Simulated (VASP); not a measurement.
Write the native input for VASP 6.6.1 that does the following.

```yaml
Task: single point
Functional: PBEsol
Potentials_or_basis: VASP PAW PBE potentials, release 64 (Pb_d)
Cutoff: 520 eV
k_mesh: 16 × 16 × 16
Occupations: gaussian, width 0.15 eV
Spin: no spin polarisation
Dipole_correction: no
Further_INCAR_settings: ALGO = Fast; EDIFF = 1e-06; NBANDS = 13
```

The structure of Pb lies in POSCAR:

```
Pb
1.0
    0.0000000000      2.5685920000      2.3710080000
    2.5685920000      0.0000000000      2.3710080000
    2.5685920000      2.5685920000      0.0000000000
Pb
1
Direct
    0.0000000000      0.0000000000      0.0000000000
```

This cell differs from its parent crystal: strain +0.040 along x and y, -0.040 along z.

One way to write it, as run:

INCAR

```
PREC = Accurate ; ENCUT = 520
EDIFF = 1E-6 ; ISMEAR = 0
SIGMA = 0.15 ; LREAL = F
LASPH = T ; NELM = 80
ALGO = Fast ; ISIF = 2
LWAVE = F ; LCHARG = F
GGA = PS ; NBANDS = 13
```

KPOINTS

```
regular mesh
0
Gamma
  16 16 16
```

Potentials or basis: VASP PAW PBE potentials, release 64 (Pb_d).

The run is started by

```console
$ cat potpaw_PBE.64/Pb_d/POTCAR > POTCAR
$ mpirun -np 1 vasp_std > vasp.out
```

It gave:

```
Pressure               : -1.8 GPa
Band gap on the k mesh : zero (bands 7 and 8 overlap by 8.82 eV)
```

Caveat: the cell differs from its parent crystal (strain +0.040 along x and y, -0.040 along z); the PAW data sets were made with another functional, which shifts forces and pressure a little; spin-orbit coupling is left out, which moves the levels of the heavy elements.

Wall time 60 s on 1 thread of Intel(R) Xeon(R) 6975P-C (Granite Rapids), with other jobs on the host, peak memory 0.25 GiB.
